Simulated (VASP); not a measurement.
# TaC (R-3m) in VASP: further runs

The runs below take TaC through electric field gradients, with PBE.

Program: VASP 6.6.1. These are calculated values, not measurements. Logs are shortened: lines on timing, memory, paths and dates and some standing lists are left out, and cuts for length are marked.

### 1 The cell of the first run

Symmetry: R-3m, No. 166, trigonal system. The conventional cell has a = 3.134 Å, b = 3.134 Å, c = 7.792 Å, α = 90.00°, β = 90.00°, γ = 120.00°. Ta (site symmetry -3m) has 6 C at 2.23 Å within 2.9 Å. C (site symmetry -3m) has 6 Ta at 2.23 Å within 2.9 Å.

### 2 Electric field gradients, PBE (equal xy, yz and zx shear strains of +1 %)

Input file INCAR:

```
SYSTEM = TaC
PREC = Accurate ; ENCUT = 520
EDIFF = 1E-8 ; ISMEAR = -1
SIGMA = 0.08 ; LREAL = .FALSE.
LASPH = .TRUE. ; NELM = 120
ALGO = Normal ; ISIF = 2
LWAVE = .FALSE. ; LCHARG = .FALSE.
GGA = PE ; LEFG = .TRUE.
NBANDS = 14 ; GGA_COMPAT = .FALSE.
```

Input file KPOINTS:

```
regular mesh
0
G
  13 13 13
  0 0 0
```

Input file POSCAR:

```
TaC
1.0
    0.0222700000      2.2381350000      2.2381350000
    2.2381350000      0.0222700000      2.2381350000
    2.2381350000      2.2381350000      0.0222700000
Ta C
1 1
Direct
    0.0000000000      0.0000000000      0.0000000000
    0.5000000000      0.5000000000      0.5000000000
```

Potentials or basis: VASP PAW PBE potentials, release 64 (Ta_pv, C).

The run is started by

```sh
cat potpaw_PBE.64/Ta_pv/POTCAR potpaw_PBE.64/C/POTCAR > POTCAR
mpirun -np 1 vasp_std > vasp.out
```

OUTCAR:

```text
SYSTEM = TaC
   PREC = Accurate
   ENCUT = 520
   EDIFF = 1E-8
   ISMEAR = -1
   LREAL = .FALSE.
   LASPH = .TRUE.
   NELM = 120
   ISIF = 2
   GGA = PE

 ion  position               nearest neighbor table
   1  0.000  0.000  0.000-   2 2.23   2 2.23   2 2.23   2 2.23   2 2.23   2 2.23
   2  0.500  0.500  0.500-   1 2.23   1 2.23   1 2.23   1 2.23   1 2.23   1 2.23

  LATTYP: Found a trigonal (rhomboedric) cell.
 ALAT       =     3.1652792151
 COS(alpha) =     0.5099250056

  Lattice vectors:

 A1 = (   0.0222700000,   2.2381350000,   2.2381350000)
 A2 = (   2.2381350000,   0.0222700000,   2.2381350000)
 A3 = (   2.2381350000,   2.2381350000,   0.0222700000)

Analysis of symmetry for initial positions (statically):
=====================================================================
 Subroutine PRICEL returns:
 Original cell was already a primitive cell.

 Routine SETGRP: Setting up the symmetry group for a
 trigonal (rhombohedral) supercell.

 Subroutine GETGRP returns: Found 12 space group operations
 (whereof 12 operations were pure point group operations)
 out of a pool of 12 trial point group operations.

The static configuration has the point symmetry D_3d.

Analysis of symmetry for dynamics (positions and initial velocities):
=====================================================================
 Subroutine PRICEL returns:
 Original cell was already a primitive cell.

 Routine SETGRP: Setting up the symmetry group for a
 trigonal (rhombohedral) supercell.

 Subroutine GETGRP returns: Found 12 space group operations
 (whereof 12 operations were pure point group operations)
 out of a pool of 12 trial point group operations.

The dynamic configuration has the point symmetry D_3d.

 Subroutine INISYM returns: Found 12 space group operations
 (whereof 12 operations are pure point group operations),
 and found     1 'primitive' translations

----------------------------------------------------------------------------------------

                                     Primitive cell

  volume of cell :      22.0881

  direct lattice vectors                    reciprocal lattice vectors
     0.022270000  2.238135000  2.238135000    -0.226762572  0.224528458  0.224528458
     2.238135000  0.022270000  2.238135000     0.224528458 -0.226762572  0.224528458
     2.238135000  2.238135000  0.022270000     0.224528458  0.224528458 -0.226762572

  length of vectors
     3.165279215  3.165279215  3.165279215     0.390188828  0.390188828  0.390188828

  position of ions in fractional coordinates (direct lattice)
     0.000000000  0.000000000  0.000000000
     0.500000000  0.500000000  0.500000000

  ion indices of the primitive-cell ions
   primitive index   ion index
                 1           1
                 2           2

----------------------------------------------------------------------------------------

 KPOINTS: regular mesh

Automatic generation of k-mesh.
 Grid dimensions read from file:
 generate k-points for:   13   13   13

 Generating k-lattice:

  Cartesian coordinates                     Fractional coordinates (reciprocal lattice)
    -0.017443275  0.017271420  0.017271420     0.076923077 -0.000000000 -0.000000000
     0.017271420 -0.017443275  0.017271420    -0.000000000  0.076923077 -0.000000000
     0.017271420  0.017271420 -0.017443275    -0.000000000 -0.000000000  0.076923077

  Length of vectors
     0.030014525  0.030014525  0.030014525

  Shift w.r.t. Gamma in fractional coordinates (k-lattice)
     0.000000000  0.000000000  0.000000000

 Subroutine IBZKPT returns following result:
 ===========================================

 Found    231 irreducible k-points:

 Following reciprocal coordinates:
            Coordinates               Weight
  0.000000  0.000000  0.000000      1.000000
  0.076923  0.000000  0.000000      6.000000
  0.153846  0.000000  0.000000      6.000000
  0.230769 -0.000000 -0.000000      6.000000
  0.307692  0.000000  0.000000      6.000000
  0.384615  0.000000  0.000000      6.000000
[... 16 lines left out ...]
  0.384615  0.153846 -0.000000     12.000000
  0.461538  0.153846 -0.000000     12.000000
 [... further k-points ...]
   k-points           NKPTS =    231   k-points in BZ     NKDIM =    231   number of bands    NBANDS=     14
   number of dos      NEDOS =    301   number of ions     NIONS =      2
   total plane-waves  NPLWV =  13824
   dimension x,y,z NGX =    24 NGY =   24 NGZ =   24
   dimension x,y,z NGXF=    48 NGYF=   48 NGZF=   48
   ions per type =               1   1
   NGX,Y,Z   is equivalent  to a cutoff of  12.61, 12.61, 12.61 a.u.
   NGXF,Y,Z  is equivalent  to a cutoff of  25.21, 25.21, 25.21 a.u.
 SYSTEM =  TaC
   PREC   = accura    normal or accurate (medium, high low for compatibility)
   ISTART =      0    job   : 0-new  1-cont  2-samecut
   ICHARG =      2    charge: 1-file 2-atom 10-const
   ISPIN  =      1    spin polarized calculation?
   LNONCOLLINEAR =      F non collinear calculations
   LSORBIT =      F    spin-orbit coupling
   LASPH  =      T    aspherical Exc in radial PAW
   ENCUT  =  520.0 eV  38.22 Ry    6.18 a.u.   5.89  5.89  5.89*2*pi/ulx,y,z
   NELM   =    120;   NELMIN=  2; NELMDL= -5     # of ELM steps
   EDIFF  = 0.1E-07   stopping-criterion for ELM
   LREAL  =      F    real-space projection
   EDIFFG = 0.1E-06   stopping-criterion for IOM
   NSW    =      0    number of steps for IOM
   IBRION =     -1    ionic relax: 0-MD 1-quasi-New 2-CG
   NFREE  =      0    steps in history (QN), initial steepest desc. (CG)
   ISIF   =      2    stress and relaxation
   ISYM   =      2    0-nonsym 1-usesym 2-fastsym
   POTIM  = 0.5000    time-step for ionic-motion
   TEBEG  =    0.0;   TEEND  =   0.0 temperature during run
   PSTRESS=    0.0 pullay stress
   NELECT =      15.0000    total number of electrons
   NUPDOWN=      -1.0000    fix difference up-down
   EMIN   =  10.00;   EMAX   =-10.00  energy-range for DOS
   EFERMI =   0.00;   METHOD = LEGACY
   ISMEAR =    -1;   SIGMA  =   0.08  broadening in eV -4-tet -1-fermi 0-gaus
   EFERMI_NEDOS =   21; number of points for ismear=-14 and -15
   IALGO  =     38    algorithm
   IMIX   =      4    mixing-type and parameters
     AMIX     =   0.40;   BMIX     =  1.00
     AMIX_MAG =   1.60;   BMIX_MAG =  1.00
  volume/ion in A,a.u.               =      11.04        74.53
  Fermi-wavevector in a.u.,A,eV,Ry     =   1.438973  2.719264 28.172797  2.070642
  Thomas-Fermi vector in A             =   2.557880
   LORBIT       =      0    0 simple, 1 ext, 2 COOP (PROOUT), +10 PAW based schemes
   GGA     = PE    functional components
   LHFCALC =     F    Hartree Fock is set to
   AEXX    =    0.0000 exact exchange contribution
   IVDW    =     0    specifies the selected vdW correction
   LEPSILON=     F    determine dielectric tensor
   LRPA    =     F    only Hartree local field effects (RPA)
 non-spin polarized calculation
  energy-cutoff  :      520.00
  volume of cell :       22.09
 maximum number of plane-waves:       606
   NGX = 11   NGY = 11   NGZ = 11

 number of electron      15.0000001 magnetization

 Free energy of the ion-electron system (eV)
  ---------------------------------------------------
  ext. energy  EPLUGINS =         0.00000000
  ---------------------------------------------------
  free energy    TOTEN  =       -22.20175928 eV

  energy without entropy =      -22.19160946  energy(sigma->0) =      -22.19668437

 E-fermi :   8.4174     XC(G=0): -13.2076

 val. band max:        8.3856084644   @ k =  -0.0769   0.3077   0.0769
 cond. band min:       8.4177785920   @ k =   0.0769   0.0000   0.0000
 fundamental gap:      0.0321701276
 Fermi energy:         8.4174073270

 k-point     1 :       0.0000    0.0000    0.0000
  band No.  band energies     occupation
      1     -26.6765      2.00000
      2     -26.6560      2.00000
      3     -26.6560      2.00000
      4      -6.4196      2.00000
      5       6.9198      2.00000
      6       7.1418      2.00000
      7       7.1418      2.00000
      8       7.8473      1.99839
      9       7.9662      1.99292
     10       7.9662      1.99292
     11       9.0639      0.00062
     12       9.0639      0.00062
     13      14.9965      0.00000
     14      18.4592      0.00000

 k-point     2 :       0.0769    0.0000    0.0000
  band No.  band energies     occupation
      1     -26.7035      2.00000
      2     -26.6772      2.00000
      3     -26.6608      2.00000
      4      -6.2513      2.00000
      5       6.2888      2.00000
      6       6.5378      2.00000
      7       6.7098      2.00000
      8       7.4741      1.99998
      9       7.5806      1.99994
     10       8.4178      0.99768
     11      10.1915      0.00000
     12      10.2168      0.00000
     13      15.3253      0.00000
     14      18.8909      0.00000

 k-point     3 :       0.1538    0.0000    0.0000
  band No.  band energies     occupation
      1     -26.8227      2.00000
      2     -26.6898      2.00000
      3     -26.6742      2.00000
      4      -5.7668      2.00000
      5       4.9553      2.00000
      6       5.4289      2.00000
      7       5.5775      2.00000
      8       7.8250      1.99878
      9       7.9703      1.99255
     10       8.8753      0.00651
     11      11.9230      0.00000
     12      11.9392      0.00000
     13      16.1188      0.00000
     14      20.0223      0.00000
[... 324 lines left out ...]
 k-point    23 :       0.3846    0.1538   -0.0000
  band No.  band energies     occupation
      1     -27.1877      2.00000
      2     -26.7872      2.00000
      3     -26.7835      2.00000
      4      -3.6863      2.00000
      5       1.6256      2.00000
      6       3.5660      2.00000
      7       4.1827      2.00000
      8       8.0000      1.98922
      9      10.9004      0.00000
     10      11.5756      0.00000
     11      14.2332      0.00000
     12      15.8739      0.00000
     13      18.4822      0.00000
     14      21.1793      0.00000

 k-point    24 :       0.4615    0.1538   -0.0000
  band No.  band energies     occupation
      1     -27.2836      2.00000
      2     -26.8187      2.00000
      3     -26.7871      2.00000
      4      -2.9496      2.00000
      5       0.8946      2.00000
      6       3.2280      2.00000
      7       3.6157      2.00000
      8       8.9355      0.00308
      9      11.3192      0.00000
     10      12.0178      0.00000
     11      15.6662      0.00000
     12      15.7271      0.00000
     13      18.5214      0.00000
     14      20.6934      0.00000

 [... further k-points ...]
[... 5 lines left out ...]
  --------------------------------------------------------------------------------------
  -------------------------------------------------------------------------------------
  Total        0.7717651      0.7717651      0.7717651     -0.2611467     -0.2611467     -0.2611467
  in kB       55.9806001     55.9806001     55.9806001    -18.9424877    -18.9424877    -18.9424877
  external PRESSURE =      55.9806001 kB  Pullay stress =       0.0000000 kB

 VOLUME and BASIS-vectors are now :
 -----------------------------------------------------------------------------
  energy-cutoff  :      520.00
  volume of cell :       22.09
      direct lattice vectors                 reciprocal lattice vectors
     0.022270000  2.238135000  2.238135000    -0.226762572  0.224528458  0.224528458
     2.238135000  0.022270000  2.238135000     0.224528458 -0.226762572  0.224528458
     2.238135000  2.238135000  0.022270000     0.224528458  0.224528458 -0.226762572

 POSITION                                       TOTAL-FORCE (eV/Angst)
 -----------------------------------------------------------------------------------
      0.00000      0.00000      0.00000        -0.000000     -0.000000     -0.000000
      2.24927      2.24927      2.24927         0.000000      0.000000      0.000000
 -----------------------------------------------------------------------------------
    total drift:                                0.000000     -0.000000     -0.000000

  FREE ENERGIE OF THE ION-ELECTRON SYSTEM (eV)
  ---------------------------------------------------
  free  energy   TOTEN  =       -22.2017592763 eV

  energy  without entropy=      -22.1916094573  energy(sigma->0) =      -22.19668437

 Electric field gradients (V/A^2)
---------------------------------------------------------------------
 ion       V_xx      V_yy      V_zz      V_xy      V_xz      V_yz
---------------------------------------------------------------------
   1      -0.000     0.000     0.000     2.045     2.045     2.045
   2       0.000    -0.000    -0.000     0.286     0.286     0.286
---------------------------------------------------------------------

 Electric field gradients after diagonalization (V/A^2)
 (convention: |V_zz| > |V_xx| > |V_yy|)
----------------------------------------------------------------------
 ion       V_xx      V_yy      V_zz     asymmetry (V_yy - V_xx)/ V_zz
----------------------------------------------------------------------
   1      -2.045    -2.045     4.089       0.000
   2      -0.286    -0.286     0.571       0.000
----------------------------------------------------------------------

           NMR quadrupolar parameters

 Cq : quadrupolar parameter    Cq=e*Q*V_zz/h
 eta: asymmetry parameters     (V_yy - V_xx)/ V_zz
 Q  : nuclear electric quadrupole moment in mb (millibarn)
----------------------------------------------------------------------
 ion       Cq(MHz)       eta       Q (mb)
----------------------------------------------------------------------
   1       0.010       0.000       1.000
   2       0.001       0.000       1.000
----------------------------------------------------------------------
```

It took 2.7 min on 1 thread of AMD EPYC, shared host; peak memory 0.16 GiB.

What came out:

```
Free energy : -22.2018 eV
Pressure    : 5.6 GPa
```

Levels at points of the mesh, in eV from the Fermi level:
```csv
k point,band 3,band 4,band 5,band 6,band 7,band 8,band 9,band 10,band 11,band 12
"(0.00, 0.00, 0.00)",-35.07,-14.84,-1.50,-1.28,-1.28,-0.57,-0.45,-0.45,0.65,0.65
```

Electric field gradients, principal values (V/Å²):
```
atom   least  middle  greatest (by size)
1 Ta  -2.045  -2.045               4.089
 2 C  -0.286  -0.286               0.571
```

Caveat: the cell differs from its parent crystal (equal xy, yz and zx shear strains of +1 %); without QUAD_EFG the Cq values of the log hold for a quadrupole moment of 1 mb, not for the nuclei; spin-orbit coupling is left out, which moves the levels of the heavy elements.

(Continued in part 2 of 2.)
